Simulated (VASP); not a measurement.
Set up this calculation in VASP 6.6.1, as the native input.

- Task: single point
- Functional: PBEsol
- Potentials or basis: VASP PAW PBE potentials, release 64 (Au)
- Cutoff: 520 eV
- k mesh: 20 × 20 × 20
- Occupations: gaussian, width 0.15 eV
- Spin: no spin polarisation
- Dipole correction: no
- Further INCAR settings: ALGO = Normal; EDIFF = 1e-06; NBANDS = 12

The structure of Au lies in POSCAR:

```
Au
1.0
    0.0000000000      2.0455000000      2.1068650000
    2.0455000000      0.0000000000      2.1068650000
    2.0455000000      2.0455000000      0.0000000000
Au
1
Direct
    0.0000000000      0.0000000000      0.0000000000
```

This cell differs from its parent crystal: strain +0.000 along x and y, +0.030 along z.

The input as run:

INCAR

```
SYSTEM = Au
  PREC = Accurate
  ENCUT = 520
  EDIFF = 1E-6
  ISMEAR = 0
  SIGMA = 0.15
  LREAL = .False.
  LASPH = .True.
  NELM = 100
  ALGO = Normal
  ISIF = 2
  LWAVE = .False.
  LCHARG = .False.
  GGA = PS
  NBANDS = 12
```

KPOINTS

```
Automatic mesh
0
Gamma
  20 20 20
  0 0 0
```

Potentials or basis: VASP PAW PBE potentials, release 64 (Au).

Command:

```sh
$ cat potpaw_PBE.64/Au/POTCAR > POTCAR
$ mpirun -np 1 vasp_std > vasp.out
```

Results of the run:

```json
{"Pressure": "-5.8 GPa"}
```

Caveat: the cell differs from its parent crystal (strain +0.000 along x and y, +0.030 along z); the PAW data sets were made with another functional, which shifts forces and pressure a little.

Wall time 2.5 min on 1 thread of AMD EPYC 7R43 64-Core Processor (Zen 3) (shared host), peak memory 0.22 GiB.
